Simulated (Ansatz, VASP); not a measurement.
## MnO in VASP and in Ansatz

Contents of INCAR:

```
  PREC = Accurate
  ENCUT = 520
  EDIFF = 1E-6
  ISMEAR = -1
  SIGMA = 0.05
  LREAL = F
  LASPH = T
  NELM = 150
  ALGO = Normal
  ISIF = 2
  LWAVE = F
  LCHARG = F
  ISPIN = 2
  MAGMOM = 4 0
  LORBIT = 11
  LMAXMIX = 4
  GGA = PE
  NBANDS = 20
```

KPOINTS

```
Automatic mesh
0
Gamma
  14 14 14
```

The input POSCAR:

```
MnO
1.0
    0.0000000000      2.2655796914      2.2655796914
    2.2655796914      0.0000000000      2.2655796914
    2.2655796914      2.2655796914      0.0000000000
Mn O
1 1
Direct
    0.0000000000      0.0000000000      0.0000000000
    0.5000000000      0.5000000000      0.5000000000
```

Input for Ansatz:

```yaml
crystal:
  lattice:
    - [0.0, 2.2655796914, 2.2655796914]
    - [2.2655796914, 0.0, 2.2655796914]
    - [2.2655796914, 2.2655796914, 0.0]
  atoms:
    - { symbol: Mn, position: [0.0, 0.0, 0.0], spin: 4.0 }
    - { symbol: O, position: [0.5, 0.5, 0.5] }
magnetization:
  spin_polarized: true
kpoints:
  mp_grid: { grid: [14, 14, 14] }
scf:
  occupations: { method: fermi_dirac, width: 0.05 }
hamiltonian:
  xc: pbe
  pseudopotentials: { kind: all_electron, lapw: { basis_error: 0.001 } }
output:
  forces: true
  stress: true
  eigenvalues: true
```

Change from the starting cell: volume scaled by 1.06.

Alike in both runs: task single point; functional PBE; k mesh 14 × 14 × 14; occupations fermi-dirac, width 0.05 eV; collinear spin.

|  | VASP | Ansatz |
| --- | --- | --- |
| version | VASP 6.6.1 | Ansatz 0.2.0 |
| potentials or method | VASP PAW PBE potentials, release 64 (Mn_pv, O), cutoff 520 eV | all-electron LAPW, scalar-relativistic |

```tsv
	VASP	Ansatz	Ansatz less VASP
pressure (GPa)	-5.8	-5.9	-0.07
net moment per atom (μB)	2.45	2.45	0.000
size of the moment on the site where the two differ most (μB)	0.21	0.24	+0.031
```

Site moments also hang on the region over which each program counts them. Ansatz ran all-electron here, and VASP with PAW potentials.
